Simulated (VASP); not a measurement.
# CoCl3 (Pm-3m) in VASP: notebook

CoCl3 is run at these levels: PBE; tasks: single point.

All numbers are computed with VASP 6.6.1; they aren't measurements. Logs are shortened: lines on timing, memory, paths and dates and some standing lists are left out, and cuts for length are marked.

## (1) The cell of the first run

The structure is cubic, space group Pm-3m (No. 221). The conventional cell has a = 4.409 Å, b = 4.409 Å, c = 4.409 Å, α = 90.00°, β = 90.00°, γ = 90.00°. Co (site symmetry m-3m) has 12 Cl at 3.12 Å within 4.1 Å. Within 4.1 Å of Cl (site symmetry 4/mmm) lie 4 Co at 3.12 Å and 8 Cl at 3.12 Å.

## (2) Single point, PBE, collinear spin, ferromagnetic start

The input, INCAR:

```
ALGO = Normal ; EDIFF = 1E-6
ENCUT = 520 ; GGA = PE
ISIF = 2 ; ISMEAR = 0
ISPIN = 2 ; LASPH = T
LCHARG = F ; LMAXMIX = 4
LORBIT = 11 ; LREAL = F
LWAVE = F ; MAGMOM = 3 0 0 0
NBANDS = 27 ; NELM = 150
PREC = Accurate ; SIGMA = 0.1
```

The input, KPOINTS:

```
k-points
0
Gamma
  4 4 4
```

The input, POSCAR:

```
CoCl3
1.0
    4.4094921018      0.0000000000      0.0000000000
    0.0000000000      4.4094921018      0.0000000000
    0.0000000000      0.0000000000      4.4094921018
Co Cl
1 3
Direct
    0.0000000000      0.0000000000      0.0000000000
    0.0000000000      0.5000000000      0.5000000000
    0.5000000000      0.0000000000      0.5000000000
    0.5000000000      0.5000000000      0.0000000000
```

Potentials or basis: VASP PAW PBE potentials, release 64 (Co, Cl).

On the command line:

```bash
> cat potpaw_PBE.64/Co/POTCAR potpaw_PBE.64/Cl/POTCAR > POTCAR
> mpirun -np 1 vasp_std > vasp.out
```

OUTCAR:

```text
EDIFF = 1E-6
   ENCUT = 520
   GGA = PE
   ISIF = 2
   ISMEAR = 0
   ISPIN = 2
   LASPH = T
   LORBIT = 11
   LREAL = F
   NELM = 150
   PREC = Accurate

 ion  position               nearest neighbor table
   1  0.000  0.000  0.000-
   2  0.000  0.500  0.500-
   3  0.500  0.000  0.500-
   4  0.500  0.500  0.000-

  LATTYP: Found a simple cubic cell.
 ALAT       =     4.4094921018

  Lattice vectors:

 A1 = (   4.4094921018,   0.0000000000,   0.0000000000)
 A2 = (   0.0000000000,   4.4094921018,   0.0000000000)
 A3 = (   0.0000000000,   0.0000000000,   4.4094921018)

Analysis of symmetry for initial positions (statically):
=====================================================================
 Subroutine PRICEL returns:
 Original cell was already a primitive cell.

 Routine SETGRP: Setting up the symmetry group for a
 simple cubic supercell.

 Subroutine GETGRP returns: Found 48 space group operations
 (whereof 48 operations were pure point group operations)
 out of a pool of 48 trial point group operations.

The static configuration has the point symmetry O_h .

Analysis of symmetry for dynamics (positions and initial velocities):
=====================================================================
 Subroutine PRICEL returns:
 Original cell was already a primitive cell.

 Routine SETGRP: Setting up the symmetry group for a
 simple cubic supercell.

 Subroutine GETGRP returns: Found 48 space group operations
 (whereof 48 operations were pure point group operations)
 out of a pool of 48 trial point group operations.

The dynamic configuration has the point symmetry O_h .

Analysis of structural, dynamic, and magnetic symmetry:
=====================================================================
 Subroutine PRICEL returns:
 Original cell was already a primitive cell.

 Routine SETGRP: Setting up the symmetry group for a
 simple cubic supercell.

 Subroutine GETGRP returns: Found 48 space group operations
 (whereof 48 operations were pure point group operations)
 out of a pool of 48 trial point group operations.

The overall configuration has the point symmetry O_h .

 Subroutine INISYM returns: Found 48 space group operations
 (whereof 48 operations are pure point group operations),
 and found     1 'primitive' translations

----------------------------------------------------------------------------------------

                                     Primitive cell

  volume of cell :      85.7365

  direct lattice vectors                    reciprocal lattice vectors
     4.409492102  0.000000000  0.000000000     0.226783488  0.000000000  0.000000000
     0.000000000  4.409492102  0.000000000     0.000000000  0.226783488  0.000000000
     0.000000000  0.000000000  4.409492102     0.000000000  0.000000000  0.226783488

  length of vectors
     4.409492102  4.409492102  4.409492102     0.226783488  0.226783488  0.226783488

  position of ions in fractional coordinates (direct lattice)
     0.000000000  0.000000000  0.000000000
     0.000000000  0.500000000  0.500000000
     0.500000000  0.000000000  0.500000000
     0.500000000  0.500000000  0.000000000

  ion indices of the primitive-cell ions
   primitive index   ion index
                 1           1
                 2           2
                 3           3
                 4           4

----------------------------------------------------------------------------------------

 KPOINTS: k-points

Automatic generation of k-mesh.
 Grid dimensions read from file:
 generate k-points for:    4    4    4

 Generating k-lattice:

  Cartesian coordinates                     Fractional coordinates (reciprocal lattice)
     0.056695872  0.000000000  0.000000000     0.250000000  0.000000000  0.000000000
     0.000000000  0.056695872  0.000000000     0.000000000  0.250000000  0.000000000
     0.000000000  0.000000000  0.056695872     0.000000000  0.000000000  0.250000000

  Length of vectors
     0.056695872  0.056695872  0.056695872

  Shift w.r.t. Gamma in fractional coordinates (k-lattice)
     0.000000000  0.000000000  0.000000000

 Subroutine IBZKPT returns following result:
 ===========================================

 Found     10 irreducible k-points:

 Following reciprocal coordinates:
            Coordinates               Weight
  0.000000  0.000000  0.000000      1.000000
  0.250000  0.000000  0.000000      6.000000
  0.500000  0.000000  0.000000      3.000000
  0.250000  0.250000  0.000000     12.000000
  0.500000  0.250000  0.000000     12.000000
  0.500000  0.500000  0.000000      3.000000
  0.250000  0.250000  0.250000      8.000000
  0.500000  0.250000  0.250000     12.000000
  0.500000  0.500000  0.250000      6.000000
  0.500000  0.500000  0.500000      1.000000
   k-points           NKPTS =     10   k-points in BZ     NKDIM =     10   number of bands    NBANDS=     27
   number of dos      NEDOS =    301   number of ions     NIONS =      4
   total plane-waves  NPLWV =  46656
   dimension x,y,z NGX =    36 NGY =   36 NGZ =   36
   dimension x,y,z NGXF=    72 NGYF=   72 NGZF=   72
   ions per type =               1   3
   NGX,Y,Z   is equivalent  to a cutoff of  13.57, 13.57, 13.57 a.u.
   NGXF,Y,Z  is equivalent  to a cutoff of  27.15, 27.15, 27.15 a.u.
 SYSTEM =  unknown system
   PREC   = accura    normal or accurate (medium, high low for compatibility)
   ISTART =      0    job   : 0-new  1-cont  2-samecut
   ICHARG =      2    charge: 1-file 2-atom 10-const
   ISPIN  =      2    spin polarized calculation?
   LNONCOLLINEAR =      F non collinear calculations
   LSORBIT =      F    spin-orbit coupling
   LASPH  =      T    aspherical Exc in radial PAW
   ENCUT  =  520.0 eV  38.22 Ry    6.18 a.u.   8.20  8.20  8.20*2*pi/ulx,y,z
   NELM   =    150;   NELMIN=  2; NELMDL= -5     # of ELM steps
   EDIFF  = 0.1E-05   stopping-criterion for ELM
   LREAL  =      F    real-space projection
   EDIFFG = 0.1E-04   stopping-criterion for IOM
   NSW    =      0    number of steps for IOM
   IBRION =     -1    ionic relax: 0-MD 1-quasi-New 2-CG
   NFREE  =      0    steps in history (QN), initial steepest desc. (CG)
   ISIF   =      2    stress and relaxation
   ISYM   =      2    0-nonsym 1-usesym 2-fastsym
   POTIM  = 0.5000    time-step for ionic-motion
   TEBEG  =    0.0;   TEEND  =   0.0 temperature during run
   PSTRESS=    0.0 pullay stress
   NELECT =      30.0000    total number of electrons
   NUPDOWN=      -1.0000    fix difference up-down
   EMIN   =  10.00;   EMAX   =-10.00  energy-range for DOS
   EFERMI =   0.00;   METHOD = LEGACY
   ISMEAR =     0;   SIGMA  =   0.10  broadening in eV -4-tet -1-fermi 0-gaus
   EFERMI_NEDOS =   21; number of points for ismear=-14 and -15
   IALGO  =     38    algorithm
   IMIX   =      4    mixing-type and parameters
     AMIX     =   0.40;   BMIX     =  1.00
     AMIX_MAG =   1.60;   BMIX_MAG =  1.00
  volume/ion in A,a.u.               =      21.43       144.64
  Fermi-wavevector in a.u.,A,eV,Ry     =   1.153613  2.180012 18.106935  1.330822
  Thomas-Fermi vector in A             =   2.290255
   LORBIT       =     11    0 simple, 1 ext, 2 COOP (PROOUT), +10 PAW based schemes
   GGA     = PE    functional components
   LHFCALC =     F    Hartree Fock is set to
   AEXX    =    0.0000 exact exchange contribution
   IVDW    =     0    specifies the selected vdW correction
   LEPSILON=     F    determine dielectric tensor
   LRPA    =     F    only Hartree local field effects (RPA)
 spin polarized calculation
 Gauss-broadening in eV      SIGMA  =   0.10
  energy-cutoff  :      520.00
  volume of cell :       85.74
 maximum number of plane-waves:      2325
 NGX is ok and might be reduce to    36
   NGX = 17   NGY = 17   NGZ = 17

 number of electron      30.0000005 magnetization       4.0005329

 Free energy of the ion-electron system (eV)
  ---------------------------------------------------
  ext. energy  EPLUGINS =         0.00000000
  ---------------------------------------------------
  free energy    TOTEN  =        -9.81790486 eV

  energy without entropy =       -9.78919801  energy(sigma->0) =       -9.80355144

 E-fermi :   2.6156     XC(G=0):  -9.4960

 val. band max:        2.6001979952   @ k =   0.5000   0.2500   0.2500
 cond. band min:       2.6350366934   @ k =   0.0000   0.0000   0.0000
 fundamental gap:      0.0348386983
 Fermi energy:         2.6155777635

 spin component 1

 k-point     1 :       0.0000    0.0000    0.0000
  band No.  band energies     occupation
      1     -12.7008      1.00000
      2     -10.9224      1.00000
      3     -10.9224      1.00000
      4      -1.3748      1.00000
      5      -1.3748      1.00000
      6      -1.3748      1.00000
[... 19 lines left out ...]
     26      11.8591      0.00000
     27      11.8591      0.00000
[... 246 lines left out ...]
      4      -2.2516      1.00000
      5      -1.7067      1.00000
      6      -1.7067      1.00000
[... 19 lines left out ...]
     26      15.2026      0.00000
     27      15.2026      0.00000
 Fermi energy:         2.6155777635

 spin component 2

 k-point     1 :       0.0000    0.0000    0.0000
  band No.  band energies     occupation
      1     -12.2211      1.00000
      2     -10.3903      1.00000
      3     -10.3903      1.00000
      4      -0.9676      1.00000
      5      -0.9676      1.00000
      6      -0.9676      1.00000
[... 19 lines left out ...]
     26      12.3952      0.00000
     27      12.3954      0.00000
[... 247 lines left out ...]
      5      -1.4035      1.00000
      6      -1.4035      1.00000
[... 19 lines left out ...]
     26      15.4328      0.00000
     27      15.4328      0.00000

------------------------ aborting loop because EDIFF is reached ----------------------------------------

  FORCE on cell =-STRESS in cart. coord.  units (eV):
  Direction    XX          YY          ZZ          XY          YZ          ZX
  --------------------------------------------------------------------------------------
  -------------------------------------------------------------------------------------
  Total       -1.0288153     -1.0288153     -1.0288153      0.0000000      0.0000000     -0.0000000
  in kB      -19.2257062    -19.2257062    -19.2257062      0.0000000      0.0000000     -0.0000000
  external PRESSURE =     -19.2257062 kB  Pullay stress =       0.0000000 kB

 VOLUME and BASIS-vectors are now :
 -----------------------------------------------------------------------------
  energy-cutoff  :      520.00
  volume of cell :       85.74
      direct lattice vectors                 reciprocal lattice vectors
     4.409492102  0.000000000  0.000000000     0.226783488  0.000000000  0.000000000
     0.000000000  4.409492102  0.000000000     0.000000000  0.226783488  0.000000000
     0.000000000  0.000000000  4.409492102     0.000000000  0.000000000  0.226783488

 POSITION                                       TOTAL-FORCE (eV/Angst)
 -----------------------------------------------------------------------------------
      0.00000      0.00000      0.00000         0.000000      0.000000      0.000000
      0.00000      2.20475      2.20475         0.000000      0.000000      0.000000
      2.20475      0.00000      2.20475         0.000000      0.000000      0.000000
      2.20475      2.20475      0.00000         0.000000      0.000000      0.000000
 -----------------------------------------------------------------------------------
    total drift:                                0.000000      0.000000      0.000000

  FREE ENERGIE OF THE ION-ELECTRON SYSTEM (eV)
  ---------------------------------------------------
  free  energy   TOTEN  =        -9.8179048606 eV

  energy  without entropy=       -9.7891980107  energy(sigma->0) =       -9.80355144

 total charge

# of ion       s       p       d       tot
------------------------------------------
    1        0.143   0.081   7.094   7.318
    2        1.625   3.384   0.000   5.010
    3        1.625   3.384   0.000   5.010
    4        1.625   3.384   0.000   5.010
--------------------------------------------------
tot          5.018  10.234   7.094  22.346

 magnetization (x)

# of ion       s       p       d       tot
------------------------------------------
    1        0.008   0.005   2.459   2.472
    2        0.009   0.398   0.000   0.407
    3        0.009   0.398   0.000   0.407
    4        0.009   0.398   0.000   0.407
--------------------------------------------------
tot          0.036   1.198   2.459   3.694
```

Wall time 88 s (1 thread of Intel Xeon Platinum 8259CL at 2.50GHz (Skylake/Cascade Lake), shared host); peak memory 0.25 GiB.

What came out:

```yaml
Free_energy: -9.8179 eV
Pressure: -1.9 GPa
Band_gap_on_the_k_mesh: zero (filled and empty bands overlap)
Net_moment: 4.00 μB per cell
Site_moments: Co +2.47; Cl +0.41 μB
Valence_electrons_inside_the_program's_atomic_spheres: Co 7.32; Cl 5.01
```

Caveat: a cell with one magnetic atom can't hold antiferromagnetic order, which such compounds often take; semilocal functionals often make such compounds metallic where correlation or magnetic order opens a gap, which also shifts bond lengths. With open d or f shells a metallic result of PBE can be an artefact of self-interaction; +U or a hybrid may open a gap.

## (3) Single point, PBE, collinear spin, ferromagnetic start

This run uses another cell than the first one, of 20.32 Å³/atom.

The input, INCAR:

```
PREC     = Accurate       # precision mode
ENCUT    = 520            # plane-wave cutoff, eV
EDIFF    = 1E-7           # SCF threshold, eV
ISMEAR   = 0              # smearing method
SIGMA    = 0.1            # smearing width, eV
LREAL    = False          # projectors in reciprocal space
LASPH    = True           # aspherical terms in the spheres
NELM     = 150            # most SCF steps
ALGO     = Normal         # electronic algorithm
ISIF     = 2              # what is computed and relaxed
LWAVE    = False          # write WAVECAR
LCHARG   = False          # write CHGCAR
ISPIN    = 2              # spin polarisation
MAGMOM   = 2.79 0.52 0.52 0.52 # initial moments
LORBIT   = 11             # projections on sites
LMAXMIX  = 4              # l up to which the mixer works
GGA      = PE             # functional
NBANDS   = 27             # bands
```

The input, KPOINTS:

```
regular mesh
0
Gamma
  10 10 10
```

The input, POSCAR:

```
CoCl3
1.0
    4.3315006679      0.0000000000      0.0000000000
    0.0000000000      4.3315006679      0.0000000000
    0.0000000000      0.0000000000      4.3315006679
Co Cl
1 3
Direct
    0.0000000000      0.0000000000      0.0000000000
    0.0000000000      0.5000000000      0.5000000000
    0.5000000000      0.0000000000      0.5000000000
    0.5000000000      0.5000000000      0.0000000000
```

Potentials or basis: VASP PAW PBE potentials, release 64 (Co, Cl).

On the command line:

```bash
> cat potpaw_PBE.64/Co/POTCAR potpaw_PBE.64/Cl/POTCAR > POTCAR
> mpirun -np 1 vasp_std > vasp.out
```

Wall time 4.6 min (1 thread of Intel Xeon Platinum 8259CL at 2.50GHz (Skylake/Cascade Lake), shared host); peak memory 0.33 GiB.

The run converged. Its results:

| Quantity | Value |
| --- | --- |
| Free energy | -9.8530 eV |
| Pressure | -0.1 GPa |
| Band gap on the k mesh | zero (filled and empty bands overlap) |
| Net moment | 4.00 μB per cell |
| Site moments | Co +2.47; Cl +0.41 μB |
| Valence electrons inside the program's atomic spheres | Co 7.34; Cl 5.02 |

Levels at points of the mesh, in eV from the Fermi level:
Spin up:
```
           k point  band 13  band 14  band 15  band 16  band 17  band 18  band 19  band 20  band 21  band 22
(0.00, 0.00, 0.00)    -1.68    -1.68    -0.39    -0.39    -0.39     0.40     7.91     7.91     8.17     9.14
(0.50, 0.00, 0.00)    -2.25    -2.18    -1.25    -0.60    -0.60     3.29     4.77     7.33     7.33    10.07
(0.50, 0.50, 0.00)    -2.17    -1.76    -1.76    -0.25    -0.19     2.92     5.60     7.24     7.24    10.87
(0.50, 0.50, 0.50)    -0.30    -0.30    -0.30    -0.20    -0.20     0.29     9.14     9.14     9.14    10.00
```
Spin down:
```tsv
k point	band 10	band 11	band 12	band 13	band 14	band 15	band 16	band 17
(0.00, 0.00, 0.00)	-1.00	-1.00	-0.01	-0.01	-0.01	0.21	0.21	0.21
(0.50, 0.00, 0.00)	-1.58	-0.86	-0.38	-0.38	-0.19	0.01	0.66	0.66
(0.50, 0.50, 0.00)	-1.67	-1.03	-0.80	0.13	0.36	0.45	0.58	0.58
(0.50, 0.50, 0.50)	0.08	0.08	0.08	0.13	0.13	0.13	0.50	0.50
```

Caveat: a cell with one magnetic atom can't hold antiferromagnetic order, which such compounds often take; semilocal functionals often make such compounds metallic where correlation or magnetic order opens a gap, which also shifts bond lengths.

The gap in the log of VASP goes by the Fermi energy; the results here count the filled bands.